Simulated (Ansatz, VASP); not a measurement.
**Two plane-wave programs on CaS**

Contents of POSCAR:

```
CaS
1.0
    0.0000000000      2.8761349617      2.8761349617
    2.8761349617      0.0000000000      2.8761349617
    2.8761349617      2.8761349617      0.0000000000
Ca S
1 1
Direct
    0.0000000000      0.0000000000      0.0000000000
    0.5000000000      0.5000000000      0.5000000000
```

The input INCAR.step1:

```
PREC = Accurate
ENCUT = 550
ISMEAR = 0
SIGMA = 0.01
LREAL = F
LASPH = T
NELM = 120
NBANDS = 15
GGA = PE
ALGO = Normal
EDIFF = 1E-5
LWAVE = T
LCHARG = F
GGA_COMPAT = F
```

The input INCAR.step2:

```
PREC = Accurate
ENCUT = 550
EDIFF = 1E-6
ISMEAR = 0
SIGMA = 0.01
LREAL = F
LASPH = T
NELM = 120
ALGO = Normal
ISIF = 2
LWAVE = F
LCHARG = F
METAGGA = R2SCAN
LMIXTAU = T
NBANDS = 15
ISTART = 1
GGA_COMPAT = F
```

File KPOINTS:

```
regular mesh
0
Gamma
  6 6 6
```

Input for Ansatz:

```yaml
crystal:
  lattice:
    - [0.0, 2.8761349617, 2.8761349617]
    - [2.8761349617, 0.0, 2.8761349617]
    - [2.8761349617, 2.8761349617, 0.0]
  atoms:
    - { symbol: Ca, position: [0.0, 0.0, 0.0] }
    - { symbol: S, position: [0.5, 0.5, 0.5] }
kpoints:
  mp_grid: { grid: [6, 6, 6] }
hamiltonian:
  xc: r2scan
scf:
  occupations: { method: fixed }
  n_extra_bands: 4
output:
  forces: true
  stress: true
  eigenvalues: true
```

Alike in both runs: task single point; functional r2SCAN; k mesh 6 × 6 × 6; no spin polarisation.

|  | VASP | Ansatz |
| --- | --- | --- |
| version | VASP 6.6.1 | Ansatz 0.2.0 |
| potentials or method | VASP PAW PBE potentials, release 64 (Ca_sv, S) | plane waves, PAW |
| plane-wave cutoff (eV) | 550 | 500 |
| occupations | gaussian, width 0.01 eV | fixed |
| valence electrons in the cell | 16 | 16 |

VASP gave:

* gap on the k mesh at the Fermi level (eV): 2.87
* pressure (GPa): -1.4

**Question.** Which values does Ansatz return?

**Answer.** gap on the k mesh at the Fermi level (eV): 2.86; pressure (GPa): -1.7.

VASP's potentials were made for PBE, not for r2SCAN.
